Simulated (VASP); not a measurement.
Here is a VASP 6.6.1 calculation.

The input INCAR:

```
SYSTEM = AlN
PREC = Accurate
ENCUT = 600
EDIFF = 1E-6
ISMEAR = 0
SIGMA = 0.05
LREAL = .FALSE.
LASPH = .TRUE.
NELM = 120
ALGO = Normal
ISIF = 2
LWAVE = .FALSE.
LCHARG = .FALSE.
GGA = PS
NBANDS = 16
GGA_COMPAT = .FALSE.
```

The input KPOINTS:

```
regular mesh
0
G
  12 12 6
  0 0 0
```

File POSCAR:

```
AlN
1.0
    3.0643371193      0.0000000000      0.0000000000
   -1.5321685597      2.6537937911      0.0000000000
    0.0000000000      0.0000000000      4.9033300000
Al N
2 2
Direct
    0.3333333333      0.6666666667      0.0000000000
    0.6666666667      0.3333333333      0.5000000000
    0.3333333333      0.6666666667      0.3850000000
    0.6666666667      0.3333333333      0.8850000000
```

Potentials or basis: VASP PAW PBE potentials, release 64 (Al, N).

The run is started by

```bash
$ cat potpaw_PBE.64/Al/POTCAR potpaw_PBE.64/N/POTCAR > POTCAR
$ mpirun -np 1 vasp_std > vasp.out
```

**Question.** Estimate the pressure.

**Answer.** 10.5 GPa.

**Question.** Predict the largest force.

**Answer.** 0.181 eV/Å.

**Question.** Predict the band gap on the k mesh.

**Answer.** 4.49 eV.

Forces on the atoms (eV/Å):
```
Al   0.000  0.000  0.181
Al   0.000  0.000  0.181
N    0.000  0.000 -0.181
N    0.000  0.000 -0.181
```

Caveat: the cell differs from its parent crystal (strain -0.015 along x and y, -0.015 along z); the cell stands under pressure; the PAW data sets were made with another functional, which shifts forces and pressure a little. A k mesh can miss the band edges.
